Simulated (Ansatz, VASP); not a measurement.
**One calculation of C, two programs**

INCAR

```
ALGO = Normal ; EDIFF = 1E-6
ENCUT = 520 ; GGA = PS
ISIF = 2 ; ISMEAR = -1
LASPH = T ; LCHARG = T
LELF = T ; LREAL = F
LVHAR = T ; LWAVE = F
NBANDS = 11 ; NELM = 80
PREC = Accurate ; SIGMA = 0.05
```

The input KPOINTS:

```
k-points
0
Gamma
  18 18 18
```

Contents of POSCAR:

```
C
1.0
    0.0000000000      2.0844600000      3.3480000000
    1.2034400000      0.0000000000      3.3480000000
    1.2034400000      2.0844600000      0.0000000000
C
2
Direct
    0.1666700000      0.8333300000      0.1666700000
    0.8333300000      0.1666700000      0.8333300000
```

Input for Ansatz:

```yaml
crystal:
  lattice:
    - [0.0, 2.08446, 3.348]
    - [1.20344, 0.0, 3.348]
    - [1.20344, 2.08446, 0.0]
  atoms:
    - { symbol: C, position: [0.16667, 0.83333, 0.16667] }
    - { symbol: C, position: [0.83333, 0.16667, 0.83333] }
kpoints:
  mp_grid: { grid: [18, 18, 18] }
  band_path:
    path:
      - [0.0, 0.0, 0.0]
      - [0.5, 0.0, 0.5]
      - [1.0, 0.5, 0.5]
      - [0.5, 0.5, 0.0]
      - [0.0, 0.0, 0.0]
      - [0.0, 0.3656312238, 0.3656312238]
      - [1.0, 0.6343687762, 0.6343687762]
      - [1.0, 0.5, 0.5]
      - [0.5, 0.0, 0.5]
    npoints: 5
scf:
  occupations: { method: fermi_dirac, width: 0.05 }
hamiltonian:
  xc: pbesol
  pseudopotentials: { kind: all_electron, lapw: { basis_error: 0.00025 } }
output:
  forces: true
  stress: true
  eigenvalues: true
```

Change from the starting cell: equal xx and yy strain of -2 %.

Alike in both runs: task single point; functional PBEsol; k mesh 18 × 18 × 18; occupations fermi-dirac, width 0.05 eV; no spin polarisation.

```csv
,VASP,Ansatz
version,VASP 6.6.1,Ansatz 0.2.0
potentials or method,"VASP PAW PBE potentials, release 64 (C), cutoff 520 eV","all-electron LAPW, scalar-relativistic"
```

|  | VASP | Ansatz | Ansatz less VASP |
| --- | --- | --- | --- |
| pressure (GPa) | 20.9 | 20.1 | -0.79 |
| traceless stress, the component that is largest in VASP (GPa) | -19.29 | -18.39 | +0.899 |

VASP's potentials were made for PBE, not for PBEsol. Ansatz ran all-electron here, and VASP with PAW potentials.
